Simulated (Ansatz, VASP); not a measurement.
# One calculation of Cu5Mo, two programs

The input INCAR:

```
SYSTEM = Cu5Mo
PREC = Accurate
ENCUT = 600
EDIFF = 1E-6
ISMEAR = 0
SIGMA = 0.1
LREAL = .FALSE.
LASPH = .TRUE.
NELM = 120
ALGO = Normal
ISIF = 2
LWAVE = .FALSE.
LCHARG = .TRUE.
GGA = PE
LELF = .TRUE.
LVHAR = .TRUE.
NBANDS = 44
GGA_COMPAT = .FALSE.
```

KPOINTS

```
Automatic mesh
0
G
  6 6 2
  0 0 0
```

POSCAR

```
Cu5Mo
1.0
    2.6296861574      0.0000000000      0.0000000000
   -1.3148430787      2.2773750163      0.0000000000
    0.0000000000      0.0000000000     12.8730026696
Cu Mo
5 1
Direct
    0.6666666667      0.3333333333      0.8224886034
    0.3333333333      0.6666666667      0.6610415831
    0.3333333333      0.6666666667      0.1775113966
    0.6666666667      0.3333333333      0.3389584169
    0.0000000000      0.0000000000      0.5000000000
    0.0000000000      0.0000000000      0.0000000000
```

Input for Ansatz:

```yaml
crystal:
  lattice:
    - [2.6296861574, 0.0, 0.0]
    - [-1.3148430787, 2.2773750163, 0.0]
    - [0.0, 0.0, 12.8730026696]
  atoms:
    - { symbol: Cu, position: [0.6666666667, 0.3333333333, 0.8224886034] }
    - { symbol: Cu, position: [0.3333333333, 0.6666666667, 0.6610415831] }
    - { symbol: Cu, position: [0.3333333333, 0.6666666667, 0.1775113966] }
    - { symbol: Cu, position: [0.6666666667, 0.3333333333, 0.3389584169] }
    - { symbol: Cu, position: [0.0, 0.0, 0.5] }
    - { symbol: Mo, position: [0.0, 0.0, 0.0] }
basis:
  ecutwfc: 420
kpoints:
  mp_grid: { grid: [6, 6, 2] }
hamiltonian:
  xc: pbe
scf:
  occupations: { method: gaussian, width: 0.1 }
  lower_state_search: "off"
output:
  forces: true
  stress: true
  eigenvalues: true
```

Alike in both runs: task single point; functional PBE; k mesh 6 × 6 × 2; occupations gaussian, width 0.1 eV; no spin polarisation.

|  | VASP | Ansatz |
| --- | --- | --- |
| version | VASP 6.6.1 | Ansatz 0.2.0 |
| potentials or method | VASP PAW PBE potentials, release 64 (Cu, Mo_sv), cutoff 600 eV | scalar-relativistic, plane waves, PAW |
| valence electrons in the cell | 69 | 109 |

Ansatz gave:

```
gap on the k mesh at the Fermi level (eV)                     : none
pressure (GPa)                                                : -0.4
traceless stress, the component that is largest in VASP (GPa) : -2.89
rms of the force components (eV/Å)                            : 0.014
```

Question: Estimate VASP's values.

Answer: gap on the k mesh at the Fermi level (eV): none; pressure (GPa): 0.2; traceless stress, the component that is largest in VASP (GPa): -2.82; rms of the force components (eV/Å): 0.016.

Atom by atom the forces differ by 0.003 eV/Å (rms over components). A gap of «none» marks a metal or a gap that the smearing closes. VASP's potentials hold 69 valence electrons a cell and Ansatz's 109, so a difference there can come from the potentials and not from the codes.

The k mesh is coarse, so the values compare programs but aren't converged.
